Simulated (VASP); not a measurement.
# Nb (I4/mmm) in VASP: notebook, part 2 of 2

VASP 6.6.1. Earlier steps stand in the parts before.

## 4. Single point, PBE (strain +0.0750 x Voigt [1, 0, 0, 0, 0, 0])

INCAR

```
  ALGO = Fast
  EDIFF = 1E-7
  ENCUT = 520
  GGA = PE
  ISIF = 2
  ISMEAR = 0
  LASPH = True
  LCHARG = False
  LREAL = False
  LWAVE = False
  NBANDS = 12
  NELM = 80
  PREC = Accurate
  SIGMA = 0.15
```

KPOINTS

```
k-points
0
Gamma
  20 20 20
```

POSCAR

```
Nb
1.0
    0.0000000000      2.1150000000      2.1150000000
    2.2736250000      0.0000000000      2.1150000000
    2.2736250000      2.1150000000      0.0000000000
Nb
1
Direct
    0.0000000000      0.0000000000      0.0000000000
```

Potentials or basis: VASP PAW PBE potentials, release 64 (Nb_sv).

Command:

```
cat potpaw_PBE.64/Nb_sv/POTCAR > POTCAR
mpirun -np 1 vasp_std > vasp.out
```

OUTCAR:

```text
EDIFF = 1E-7
   ENCUT = 520
   GGA = PE
   ISIF = 2
   ISMEAR = 0
   LASPH = True
   LREAL = False
   NELM = 80
   PREC = Accurate

 ion  position               nearest neighbor table
   1  0.000  0.000  0.000-

  LATTYP: Found a body centered tetragonal cell.
 ALAT       =     2.9910616844
 C/A-ratio  =     1.5202795796

  Lattice vectors:

 A1 = (   2.2736250000,   0.0000000000,   2.1150000000)
 A2 = (   2.2736250000,   0.0000000000,  -2.1150000000)
 A3 = (  -2.2736250000,   2.1150000000,   0.0000000000)

Analysis of symmetry for initial positions (statically):
=====================================================================
 Subroutine PRICEL returns:
 Original cell was already a primitive cell.

 Routine SETGRP: Setting up the symmetry group for a
 body centered tetragonal supercell.

 Subroutine GETGRP returns: Found 16 space group operations
 (whereof 16 operations were pure point group operations)
 out of a pool of 16 trial point group operations.

The static configuration has the point symmetry D_4h.

Analysis of symmetry for dynamics (positions and initial velocities):
=====================================================================
 Subroutine PRICEL returns:
 Original cell was already a primitive cell.

 Routine SETGRP: Setting up the symmetry group for a
 body centered tetragonal supercell.

 Subroutine GETGRP returns: Found 16 space group operations
 (whereof 16 operations were pure point group operations)
 out of a pool of 16 trial point group operations.

The dynamic configuration has the point symmetry D_4h.

 Subroutine INISYM returns: Found 16 space group operations
 (whereof 16 operations are pure point group operations),
 and found     1 'primitive' translations

----------------------------------------------------------------------------------------

                                     Primitive cell

  volume of cell :      20.3409

  direct lattice vectors                    reciprocal lattice vectors
     0.000000000  2.115000000  2.115000000    -0.219913134  0.236406619  0.236406619
     2.273625000  0.000000000  2.115000000     0.219913134 -0.236406619  0.236406619
     2.273625000  2.115000000  0.000000000     0.219913134  0.236406619 -0.236406619

  length of vectors
     2.991061684  3.105252911  3.105252911     0.400172420  0.400172420  0.400172420

  position of ions in fractional coordinates (direct lattice)
     0.000000000  0.000000000  0.000000000

  ion indices of the primitive-cell ions
   primitive index   ion index
                 1           1

----------------------------------------------------------------------------------------

 KPOINTS: k-points

Automatic generation of k-mesh.
 Grid dimensions read from file:
 generate k-points for:   20   20   20

 Generating k-lattice:

  Cartesian coordinates                     Fractional coordinates (reciprocal lattice)
    -0.010995657  0.011820331  0.011820331     0.050000000  0.000000000  0.000000000
     0.010995657 -0.011820331  0.011820331     0.000000000  0.050000000 -0.000000000
     0.010995657  0.011820331 -0.011820331     0.000000000 -0.000000000  0.050000000

  Length of vectors
     0.020008621  0.020008621  0.020008621

  Shift w.r.t. Gamma in fractional coordinates (k-lattice)
     0.000000000  0.000000000  0.000000000

 Subroutine IBZKPT returns following result:
 ===========================================

 Found    641 irreducible k-points:

 Following reciprocal coordinates:
            Coordinates               Weight
  0.000000  0.000000  0.000000      1.000000
  0.050000  0.000000  0.000000      8.000000
  0.100000 -0.000000 -0.000000      8.000000
  0.150000  0.000000  0.000000      8.000000
  0.200000 -0.000000 -0.000000      8.000000
  0.250000 -0.000000 -0.000000      8.000000
[... 16 lines left out ...]
 -0.400000  0.050000  0.000000     16.000000
 -0.350000  0.050000  0.000000     16.000000
 [... further k-points ...]
   k-points           NKPTS =    641   k-points in BZ     NKDIM =    641   number of bands    NBANDS=     12
   number of dos      NEDOS =    301   number of ions     NIONS =      1
   total plane-waves  NPLWV =  13824
   dimension x,y,z NGX =    24 NGY =   24 NGZ =   24
   dimension x,y,z NGXF=    48 NGYF=   48 NGZF=   48
   ions per type =               1
   NGX,Y,Z   is equivalent  to a cutoff of  13.34, 12.85, 12.85 a.u.
   NGXF,Y,Z  is equivalent  to a cutoff of  26.68, 25.70, 25.70 a.u.
 SYSTEM =  unknown system
   PREC   = accura    normal or accurate (medium, high low for compatibility)
   ISTART =      0    job   : 0-new  1-cont  2-samecut
   ICHARG =      2    charge: 1-file 2-atom 10-const
   ISPIN  =      1    spin polarized calculation?
   LNONCOLLINEAR =      F non collinear calculations
   LSORBIT =      F    spin-orbit coupling
   LASPH  =      T    aspherical Exc in radial PAW
   ENCUT  =  520.0 eV  38.22 Ry    6.18 a.u.   5.56  5.77  5.77*2*pi/ulx,y,z
   NELM   =     80;   NELMIN=  2; NELMDL= -5     # of ELM steps
   EDIFF  = 0.1E-06   stopping-criterion for ELM
   LREAL  =      F    real-space projection
   EDIFFG = 0.1E-05   stopping-criterion for IOM
   NSW    =      0    number of steps for IOM
   IBRION =     -1    ionic relax: 0-MD 1-quasi-New 2-CG
   NFREE  =      0    steps in history (QN), initial steepest desc. (CG)
   ISIF   =      2    stress and relaxation
   ISYM   =      2    0-nonsym 1-usesym 2-fastsym
   POTIM  = 0.5000    time-step for ionic-motion
   TEBEG  =    0.0;   TEEND  =   0.0 temperature during run
   PSTRESS=    0.0 pullay stress
   NELECT =      13.0000    total number of electrons
   NUPDOWN=      -1.0000    fix difference up-down
   EMIN   =  10.00;   EMAX   =-10.00  energy-range for DOS
   EFERMI =   0.00;   METHOD = LEGACY
   ISMEAR =     0;   SIGMA  =   0.15  broadening in eV -4-tet -1-fermi 0-gaus
   EFERMI_NEDOS =   21; number of points for ismear=-14 and -15
   IALGO  =     68    algorithm
   IMIX   =      4    mixing-type and parameters
     AMIX     =   0.40;   BMIX     =  1.00
     AMIX_MAG =   1.60;   BMIX_MAG =  1.00
  volume/ion in A,a.u.               =      20.34       137.27
  Fermi-wavevector in a.u.,A,eV,Ry     =   1.410153  2.664802 27.055595  1.988530
  Thomas-Fermi vector in A             =   2.532135
   LORBIT       =      0    0 simple, 1 ext, 2 COOP (PROOUT), +10 PAW based schemes
   GGA     = PE    functional components
   LHFCALC =     F    Hartree Fock is set to
   AEXX    =    0.0000 exact exchange contribution
   IVDW    =     0    specifies the selected vdW correction
   LEPSILON=     F    determine dielectric tensor
   LRPA    =     F    only Hartree local field effects (RPA)
 non-spin polarized calculation
 RMM-DIIS sequential band-by-band and
 Gauss-broadening in eV      SIGMA  =   0.15
  energy-cutoff  :      520.00
  volume of cell :       20.34
 maximum number of plane-waves:       564
   NGX = 11   NGY = 11   NGZ = 11

 number of electron      13.0000000 magnetization

 Free energy of the ion-electron system (eV)
  ---------------------------------------------------
  ext. energy  EPLUGINS =         0.00000000
  ---------------------------------------------------
  free energy    TOTEN  =        -9.87795195 eV

  energy without entropy =       -9.85965121  energy(sigma->0) =       -9.86880158

 E-fermi :   9.8565     XC(G=0): -11.8857

 val. band max:        9.8563577825   @ k =  -0.3500   0.1000   0.0000
 cond. band min:       9.8579720672   @ k =   0.4000   0.2000  -0.0000
 fundamental gap:      0.0016142847
 Fermi energy:         9.8564749478

 k-point     1 :       0.0000    0.0000    0.0000
  band No.  band energies     occupation
      1     -45.0070      2.00000
      2     -20.5417      2.00000
      3     -20.5122      2.00000
      4     -20.5122      2.00000
      5       3.8754      2.00000
      6       9.5280      1.99804
      7      10.3315      0.00001
      8      10.3315      0.00001
      9      11.7756      0.00000
     10      12.8534      0.00000
     11      21.6697      0.00000
     12      24.8394      0.00000
[... 331 lines left out ...]
 k-point    24 :      -0.3500    0.0500    0.0000
  band No.  band energies     occupation
      1     -44.8898      2.00000
      2     -21.2858      2.00000
      3     -20.6739      2.00000
      4     -20.5929      2.00000
      5       6.3530      2.00000
      6       9.6443      1.95455
      7       9.8914      0.74214
      8      10.4703      0.00000
      9      13.1430      0.00000
     10      13.7112      0.00000
     11      20.4952      0.00000
     12      22.6441      0.00000

 [... further k-points ...]

------------------------ aborting loop because EDIFF is reached ----------------------------------------

  FORCE on cell =-STRESS in cart. coord.  units (eV):
  Direction    XX          YY          ZZ          XY          YZ          ZX
  --------------------------------------------------------------------------------------
  -------------------------------------------------------------------------------------
  Total       -0.6750560     -2.0017665     -2.0017665      0.0000000      0.0000000     -0.0000000
  in kB      -53.1717359   -157.6719424   -157.6719424      0.0000000      0.0000000     -0.0000000
  external PRESSURE =    -122.8385403 kB  Pullay stress =       0.0000000 kB

 VOLUME and BASIS-vectors are now :
 -----------------------------------------------------------------------------
  energy-cutoff  :      520.00
  volume of cell :       20.34
      direct lattice vectors                 reciprocal lattice vectors
     0.000000000  2.115000000  2.115000000    -0.219913134  0.236406619  0.236406619
     2.273625000  0.000000000  2.115000000     0.219913134 -0.236406619  0.236406619
     2.273625000  2.115000000  0.000000000     0.219913134  0.236406619 -0.236406619

 POSITION                                       TOTAL-FORCE (eV/Angst)
 -----------------------------------------------------------------------------------
      0.00000      0.00000      0.00000         0.000000      0.000000      0.000000
 -----------------------------------------------------------------------------------
    total drift:                                0.000000      0.000000      0.000000

  FREE ENERGIE OF THE ION-ELECTRON SYSTEM (eV)
  ---------------------------------------------------
  free  energy   TOTEN  =        -9.8779519514 eV

  energy  without entropy=       -9.8596512067  energy(sigma->0) =       -9.86880158
```

OSZICAR:

```text
N       E                     dE             d eps       ncg     rms          rms(c)
DAV:   1     0.115153932898E+03    0.11515E+03   -0.71816E+03 15432   0.106E+03
DAV:   2    -0.551136273798E+01   -0.12067E+03   -0.11651E+03 16828   0.382E+02
DAV:   3    -0.100967689936E+02   -0.45854E+01   -0.43817E+01 22268   0.648E+01
[... 16 lines left out ...]
RMM:  20    -0.987795056325E+01   -0.18998E-06   -0.82093E-06 24665   0.307E-02    0.148E-02
RMM:  21    -0.987795108440E+01   -0.52115E-06   -0.29793E-06 23532   0.171E-02    0.791E-03
RMM:  22    -0.987795165766E+01   -0.57326E-06   -0.16862E-06 21421   0.140E-02    0.216E-03
RMM:  23    -0.987795185913E+01   -0.20147E-06   -0.78468E-07 15853   0.806E-03    0.713E-04
RMM:  24    -0.987795195137E+01   -0.92235E-07   -0.44003E-07 13941   0.535E-03
   1 F= -.98779520E+01 E0= -.98688016E+01  d E =-.183007E-01
```

Wall time 6.7 min (1 thread of Intel Xeon 8259CL, shared host); peak memory 0.26 GiB.

Results:

- Free energy: -9.8780 eV
- Pressure: -12.3 GPa
- Band gap on the k mesh: zero (an odd number of electrons rules out a gap without spin polarisation)

Stress tensor (GPa, compression positive):
```
 -5.32   0.00   0.00
  0.00 -15.77   0.00
  0.00   0.00 -15.77
```

Levels at points of the mesh, in eV from the Fermi level:
```csv
k point,band 2,band 3,band 4,band 5,band 6,band 7,band 8,band 9,band 10,band 11
"(0.00, 0.00, 0.00)",-30.40,-30.37,-30.37,-5.98,-0.33,0.48,0.48,1.92,3.00,11.81
"(0.50, 0.00, 0.00)",-31.30,-30.55,-30.44,-3.51,-0.36,0.44,1.15,4.04,4.41,9.46
"(0.50, 0.50, 0.00)",-31.24,-30.81,-30.68,-3.60,-2.91,3.60,4.11,4.31,5.12,9.98
"(0.00, 0.50, 0.50)",-31.22,-30.63,-30.63,-3.60,-2.84,2.41,4.29,4.68,4.68,11.32
```

Caveat: the cell differs from its parent crystal (strain +0.0750 x Voigt [1, 0, 0, 0, 0, 0]); the stress differs along the axes, from -16 to -5 GPa.

## 5. Summary

```tsv
cell	further INCAR settings	gap on the mesh (eV)	pressure (GPa)
a = 2.991, b = 3.029, c = 3.029 Å, angles 59.2, 60.4, 60.4°, 1 atom	ALGO = Fast; EDIFF = 1e-06; NBANDS = 12	none	-5.5
a = 2.991, b = 3.067, c = 3.067 Å, angles 58.4, 60.8, 60.8°, 1 atom	ALGO = Fast; EDIFF = 1e-06; NBANDS = 12	none	-9.1
a = 2.991, b = 3.105, c = 3.105 Å, angles 57.6, 61.2, 61.2°, 1 atom	ALGO = Fast; EDIFF = 1e-07; NBANDS = 12	none	-12.3
```

Alike in all rows: task single point; level PBE; potentials or basis VASP PAW PBE potentials, release 64 (Nb_sv); no spin polarisation; k mesh 20 × 20 × 20; cutoff (eV) 520; smearing gaussian 0.15 eV.

Caveats: the stress differs along the axes, from -7 to -2 GPa (at least some runs); the stress differs along the axes, from -12 to -3 GPa (at least some runs); the stress differs along the axes, from -16 to -5 GPa (at least some runs).

Total energies depend on the potentials used, so only differences within one code and one set of settings carry meaning.
